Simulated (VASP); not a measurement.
Crystal: CdTe.

```
CELL_PARAMETERS angstrom
0.00000 3.28211 3.28211
3.28211 0.00000 3.28211
3.28211 3.28211 0.00000
ATOMIC_POSITIONS crystal
Cd 0.00000 0.00000 0.00000
Te 0.25000 0.25000 0.25000
```

```yaml
Program: VASP 6.6.1
Task: relaxation of cell and atoms
Functional: PBE
Potentials_or_basis: VASP PAW PBE potentials, release 64 (Cd, Te)
Cutoff: 600 eV
k_mesh: 6 × 6 × 6
Occupations: gaussian, width 0.02 eV
Spin: no spin polarisation
```

At the start: pressure 1.0 GPa; volume 35.36 Å³/atom.

Where does the relaxation end?

Over 3 steps the energy falls by 3.0 meV/atom and the volume is 36.32 Å³/atom (+2.7 %); space group F-43m (No. 216, to 0.05 Å).

The path:
| step | energy change (eV) | largest force (eV/Å) | pressure (GPa) | volume (Å³) |
| --- | --- | --- | --- | --- |
| 1 | 0.0000 | 0.0000 | 1.01 | 70.71 |
| 2 | -0.0057 | 0.0000 | -0.18 | 73.02 |
| 3 | -0.0059 | 0.0000 | 0.00 | 72.64 |

Final structure:
```
Cd Te
1.0
     0.00000    3.31163    3.31163
     3.31163    0.00000    3.31163
     3.31163    3.31163    0.00000
Cd Te
1 1
Direct
  0.00000 0.00000 0.00000
  0.25000 0.25000 0.25000
```
